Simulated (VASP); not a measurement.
# Be (P6_3/mmc) in VASP: further runs

Be is run at these levels: PBE; tasks: single point.

All numbers are computed with VASP 6.6.1; they aren't measurements. Logs are shortened: lines on timing, memory, paths and dates and some standing lists are left out, and cuts for length are marked.

### 1 The cell of the first run

It takes space group P6_3/mmc (No. 194, hexagonal). Conventional cell: a = 2.261 Å, b = 2.261 Å, c = 3.569 Å, α = 90.00°, β = 90.00°, γ = 120.00°. Within 2.9 Å of Be (site symmetry -6m2) lie 12 Be at 2.21 to 2.26 Å.

### 2 Single point, PBE

File INCAR:

```
PREC = Accurate ; ENCUT = 520
EDIFF = 1E-6 ; ISMEAR = -1
SIGMA = 0.05 ; LREAL = F
LASPH = T ; NELM = 80
ALGO = Normal ; ISIF = 2
LWAVE = F ; LCHARG = F
GGA = PE ; NBANDS = 9
```

File KPOINTS:

```
regular mesh
0
Gamma
  21 21 12
```

File POSCAR:

```
Be
1.0
    1.1306532617     -1.9583488950      0.0000000000
    1.1306532617      1.9583488950      0.0000000000
    0.0000000000      0.0000000000      3.5690235420
Be
2
Direct
    0.6666666670      0.3333333330      0.2500000000
    0.3333333330      0.6666666670      0.7500000000
```

Potentials or basis: VASP PAW PBE potentials, release 64 (Be).

Run with:

```
$ cat potpaw_PBE.64/Be/POTCAR > POTCAR
$ mpirun -np 1 vasp_std > vasp.out
```

OUTCAR:

```text
PREC = Accurate
   ENCUT = 520
   EDIFF = 1E-6
   ISMEAR = -1
   LREAL = F
   LASPH = T
   NELM = 80
   ISIF = 2
   GGA = PE

 ion  position               nearest neighbor table
   1  0.667  0.333  0.250-   2 2.21   2 2.21   2 2.21   2 2.21   2 2.21   2 2.21
   2  0.333  0.667  0.750-   1 2.21   1 2.21   1 2.21   1 2.21   1 2.21   1 2.21

  LATTYP: Found a hexagonal cell.
 ALAT       =     2.2613065234
 C/A-ratio  =     1.5783015284

  Lattice vectors:

 A1 = (   1.1306532617,  -1.9583488950,   0.0000000000)
 A2 = (   1.1306532617,   1.9583488950,   0.0000000000)
 A3 = (   0.0000000000,   0.0000000000,   3.5690235420)

Analysis of symmetry for initial positions (statically):
=====================================================================
 Subroutine PRICEL returns:
 Original cell was already a primitive cell.

 Routine SETGRP: Setting up the symmetry group for a
 hexagonal supercell.

 Subroutine GETGRP returns: Found 24 space group operations
 (whereof 12 operations were pure point group operations)
 out of a pool of 24 trial point group operations.

The static configuration has the point symmetry D_3d.
 The point group associated with its full space group is D_6h.

Analysis of symmetry for dynamics (positions and initial velocities):
=====================================================================
 Subroutine PRICEL returns:
 Original cell was already a primitive cell.

 Routine SETGRP: Setting up the symmetry group for a
 hexagonal supercell.

 Subroutine GETGRP returns: Found 24 space group operations
 (whereof 12 operations were pure point group operations)
 out of a pool of 24 trial point group operations.

The dynamic configuration has the point symmetry D_3d.
 The point group associated with its full space group is D_6h.

 Subroutine INISYM returns: Found 24 space group operations
 (whereof 12 operations are pure point group operations),
 and found     1 'primitive' translations

----------------------------------------------------------------------------------------

                                     Primitive cell

  volume of cell :      15.8052

  direct lattice vectors                    reciprocal lattice vectors
     1.130653262 -1.958348895  0.000000000     0.442222224 -0.255317120  0.000000000
     1.130653262  1.958348895  0.000000000     0.442222224  0.255317120  0.000000000
     0.000000000  0.000000000  3.569023542     0.000000000  0.000000000  0.280188681

  length of vectors
     2.261306523  2.261306523  3.569023542     0.510634240  0.510634240  0.280188681

  position of ions in fractional coordinates (direct lattice)
     0.666666667  0.333333333  0.250000000
     0.333333333  0.666666667  0.750000000

  ion indices of the primitive-cell ions
   primitive index   ion index
                 1           1
                 2           2

----------------------------------------------------------------------------------------

 KPOINTS: regular mesh

Automatic generation of k-mesh.
 Grid dimensions read from file:
 generate k-points for:   21   21   12

 Generating k-lattice:

  Cartesian coordinates                     Fractional coordinates (reciprocal lattice)
     0.021058201 -0.012157958  0.000000000     0.047619048  0.000000000  0.000000000
     0.021058201  0.012157958  0.000000000     0.000000000  0.047619048  0.000000000
     0.000000000  0.000000000  0.023349057     0.000000000  0.000000000  0.083333333

  Length of vectors
     0.024315916  0.024315916  0.023349057

  Shift w.r.t. Gamma in fractional coordinates (k-lattice)
     0.000000000  0.000000000  0.000000000

 Subroutine IBZKPT returns following result:
 ===========================================

 Found    336 irreducible k-points:

 Following reciprocal coordinates:
            Coordinates               Weight
  0.000000  0.000000  0.000000      1.000000
  0.047619 -0.000000  0.000000      6.000000
  0.095238 -0.000000  0.000000      6.000000
  0.142857  0.000000  0.000000      6.000000
  0.190476 -0.000000  0.000000      6.000000
  0.238095  0.000000  0.000000      6.000000
[... 16 lines left out ...]
  0.142857  0.095238  0.000000     12.000000
  0.190476  0.095238  0.000000     12.000000
 [... further k-points ...]
   k-points           NKPTS =    336   k-points in BZ     NKDIM =    336   number of bands    NBANDS=      9
   number of dos      NEDOS =    301   number of ions     NIONS =      2
   total plane-waves  NPLWV =   9072
   dimension x,y,z NGX =    18 NGY =   18 NGZ =   28
   dimension x,y,z NGXF=    36 NGYF=   36 NGZF=   56
   ions per type =               2
   NGX,Y,Z   is equivalent  to a cutoff of  13.23, 13.23, 13.04 a.u.
   NGXF,Y,Z  is equivalent  to a cutoff of  26.47, 26.47, 26.08 a.u.
 SYSTEM =  unknown system
   PREC   = accura    normal or accurate (medium, high low for compatibility)
   ISTART =      0    job   : 0-new  1-cont  2-samecut
   ICHARG =      2    charge: 1-file 2-atom 10-const
   ISPIN  =      1    spin polarized calculation?
   LNONCOLLINEAR =      F non collinear calculations
   LSORBIT =      F    spin-orbit coupling
   LASPH  =      T    aspherical Exc in radial PAW
   ENCUT  =  520.0 eV  38.22 Ry    6.18 a.u.   4.20  4.20  6.64*2*pi/ulx,y,z
   NELM   =     80;   NELMIN=  2; NELMDL= -5     # of ELM steps
   EDIFF  = 0.1E-05   stopping-criterion for ELM
   LREAL  =      F    real-space projection
   EDIFFG = 0.1E-04   stopping-criterion for IOM
   NSW    =      0    number of steps for IOM
   IBRION =     -1    ionic relax: 0-MD 1-quasi-New 2-CG
   NFREE  =      0    steps in history (QN), initial steepest desc. (CG)
   ISIF   =      2    stress and relaxation
   ISYM   =      2    0-nonsym 1-usesym 2-fastsym
   POTIM  = 0.5000    time-step for ionic-motion
   TEBEG  =    0.0;   TEEND  =   0.0 temperature during run
   PSTRESS=    0.0 pullay stress
   NELECT =       4.0000    total number of electrons
   NUPDOWN=      -1.0000    fix difference up-down
   EMIN   =  10.00;   EMAX   =-10.00  energy-range for DOS
   EFERMI =   0.00;   METHOD = LEGACY
   ISMEAR =    -1;   SIGMA  =   0.05  broadening in eV -4-tet -1-fermi 0-gaus
   EFERMI_NEDOS =   21; number of points for ismear=-14 and -15
   IALGO  =     38    algorithm
   IMIX   =      4    mixing-type and parameters
     AMIX     =   0.40;   BMIX     =  1.00
     AMIX_MAG =   1.60;   BMIX_MAG =  1.00
  volume/ion in A,a.u.               =       7.90        53.33
  Fermi-wavevector in a.u.,A,eV,Ry     =   1.035528  1.956864 14.589776  1.072318
  Thomas-Fermi vector in A             =   2.169876
   LORBIT       =      0    0 simple, 1 ext, 2 COOP (PROOUT), +10 PAW based schemes
   GGA     = PE    functional components
   LHFCALC =     F    Hartree Fock is set to
   AEXX    =    0.0000 exact exchange contribution
   IVDW    =     0    specifies the selected vdW correction
   LEPSILON=     F    determine dielectric tensor
   LRPA    =     F    only Hartree local field effects (RPA)
 non-spin polarized calculation
  energy-cutoff  :      520.00
  volume of cell :       15.81
 maximum number of plane-waves:       446
 NGX is ok and might be reduce to    18
   NGX =  9   NGY =  9   NGZ = 13

 number of electron       4.0000000 magnetization

 Free energy of the ion-electron system (eV)
  ---------------------------------------------------
  ext. energy  EPLUGINS =         0.00000000
  ---------------------------------------------------
  free energy    TOTEN  =        -7.53093991 eV

  energy without entropy =       -7.52878472  energy(sigma->0) =       -7.52986232

 E-fermi :   7.0782     XC(G=0): -10.6071

 val. band max:        7.0740353811   @ k =   0.3333   0.0476   0.0000
 cond. band min:       7.0787870956   @ k =   0.3333   0.2857   0.3333
 fundamental gap:      0.0047517145
 Fermi energy:         7.0781908299

 k-point     1 :       0.0000    0.0000    0.0000
  band No.  band energies     occupation
      1      -4.3252      2.00000
      2       2.5645      2.00000
      3       8.1023      0.00000
      4      23.0780      0.00000
      5      23.0780      0.00000
      6      25.9133      0.00000
      7      25.9133      0.00000
      8      27.9098      0.00000
      9      34.1745      0.00000

 k-point     2 :       0.0476   -0.0000    0.0000
  band No.  band energies     occupation
      1      -4.2599      2.00000
      2       2.6502      2.00000
      3       8.1222      0.00000
      4      22.5234      0.00000
      5      22.6509      0.00000
      6      25.9194      0.00000
      7      26.1471      0.00000
      8      27.7933      0.00000
      9      32.9919      0.00000

 k-point     3 :       0.0952   -0.0000    0.0000
  band No.  band energies     occupation
      1      -4.0638      2.00000
      2       2.9069      2.00000
      3       8.1787      0.00000
      4      21.1120      0.00000
      5      21.7373      0.00000
      6      25.8884      0.00000
      7      26.4505      0.00000
      8      27.3977      0.00000
      9      31.2011      0.00000

 k-point     4 :       0.1429    0.0000    0.0000
  band No.  band energies     occupation
      1      -3.7368      2.00000
      2       3.3341      2.00000
      3       8.2605      0.00000
      4      19.2785      0.00000
      5      20.7150      0.00000
      6      25.7282      0.00000
      7      26.4536      0.00000
      8      26.5946      0.00000
      9      29.3066      0.00000
[... 205 lines left out ...]
 k-point    22 :       0.0952    0.0952    0.0000
  band No.  band energies     occupation
      1      -3.5404      2.00000
      2       3.5900      2.00000
      3       8.3103      0.00000
      4      18.8485      0.00000
      5      19.4833      0.00000
      6      25.7397      0.00000
      7      26.0726      0.00000
      8      26.1568      0.00000
      9      30.1347      0.00000

 k-point    23 :       0.1429    0.0952    0.0000
  band No.  band energies     occupation
      1      -3.0818      2.00000
      2       4.1859      2.00000
      3       8.3934      0.00000
      4      17.0651      0.00000
      5      18.4508      0.00000
      6      24.9481      0.00000
      7      25.1597      0.00000
      8      25.5317      0.00000
      9      29.4788      0.00000

 k-point    24 :       0.1905    0.0952    0.0000
  band No.  band energies     occupation
      1      -2.4920      2.00000
      2       4.9488      2.00000
      3       8.4228      0.00000
      4      15.2683      0.00000
      5      17.5553      0.00000
      6      23.3223      0.00000
      7      24.0415      0.00000
      8      25.0459      0.00000
      9      28.8678      0.00000

 [... further k-points ...]

------------------------ aborting loop because EDIFF is reached ----------------------------------------

  FORCE on cell =-STRESS in cart. coord.  units (eV):
  Direction    XX          YY          ZZ          XY          YZ          ZX
  --------------------------------------------------------------------------------------
  -------------------------------------------------------------------------------------
  Total        0.0347606      0.0347606     -0.0073854      0.0000000      0.0000000      0.0000000
  in kB        3.5236954      3.5236954     -0.7486570      0.0000000      0.0000000      0.0000000
  external PRESSURE =       2.0995779 kB  Pullay stress =       0.0000000 kB

 VOLUME and BASIS-vectors are now :
 -----------------------------------------------------------------------------
  energy-cutoff  :      520.00
  volume of cell :       15.81
      direct lattice vectors                 reciprocal lattice vectors
     1.130653262 -1.958348895  0.000000000     0.442222224 -0.255317120  0.000000000
     1.130653262  1.958348895  0.000000000     0.442222224  0.255317120  0.000000000
     0.000000000  0.000000000  3.569023542     0.000000000  0.000000000  0.280188681

 POSITION                                       TOTAL-FORCE (eV/Angst)
 -----------------------------------------------------------------------------------
      1.13065     -0.65278      0.89226         0.000000      0.000000      0.000000
      1.13065      0.65278      2.67677        -0.000000     -0.000000      0.000000
 -----------------------------------------------------------------------------------
    total drift:                               -0.000000     -0.000000      0.000000

  FREE ENERGIE OF THE ION-ELECTRON SYSTEM (eV)
  ---------------------------------------------------
  free  energy   TOTEN  =        -7.5309399099 eV

  energy  without entropy=       -7.5287847205  energy(sigma->0) =       -7.52986232
```

Run time: 13 s. Hardware: 1 thread of Intel Xeon 6975P-C (Granite Rapids), shared host; peak memory 0.15 GiB.

What came out:

- Free energy: -7.5309 eV
- Pressure: 0.2 GPa
- Band gap on the k mesh: zero (band 2 reaches 8.02 eV, above the bottom of band 3 at 5.94 eV)

Stress tensor (GPa, compression positive):
```
 0.35  0.00  0.00
 0.00  0.35  0.00
 0.00  0.00 -0.07
```

### 3 Single point, PBE

File INCAR:

```
SYSTEM = Be
ALGO = Normal ; EDIFF = 1E-6
ENCUT = 520 ; GGA = PE
ISIF = 2 ; ISMEAR = -1
LASPH = .TRUE. ; LCHARG = .FALSE.
LREAL = .FALSE. ; LWAVE = .FALSE.
NBANDS = 9 ; NELM = 100
PREC = Accurate ; SIGMA = 0.05
```

File KPOINTS:

```
k-points
0
G
  21 21 12
  0 0 0
```

POSCAR is that of step 2.

Potentials or basis: VASP PAW PBE potentials, release 64 (Be).

Run with:

```
$ cat potpaw_PBE.64/Be/POTCAR > POTCAR
$ mpirun -np 1 vasp_std > vasp.out
```

Run time: 12 s. Hardware: 1 thread of Intel Xeon 6975P-C (Granite Rapids), shared host; peak memory 0.15 GiB.

The run converged. Its results:

* Free energy: -7.5309 eV
* Pressure: 0.2 GPa
* Band gap on the k mesh: zero (band 2 reaches 8.02 eV, above the bottom of band 3 at 5.94 eV)

Stress tensor (GPa, compression positive):
```
 0.35  0.00  0.00
 0.00  0.35  0.00
 0.00  0.00 -0.07
```

Levels at points of the mesh, in eV from the Fermi level:
```tsv
k point	band 1	band 2	band 3	band 4	band 5	band 6	band 7
(0.00, 0.00, 0.00)	-11.40	-4.51	1.02	16.00	16.00	18.84	18.84
(0.00, 0.00, 0.50)	-9.25	-9.25	10.60	10.60	17.64	17.64	17.64
```
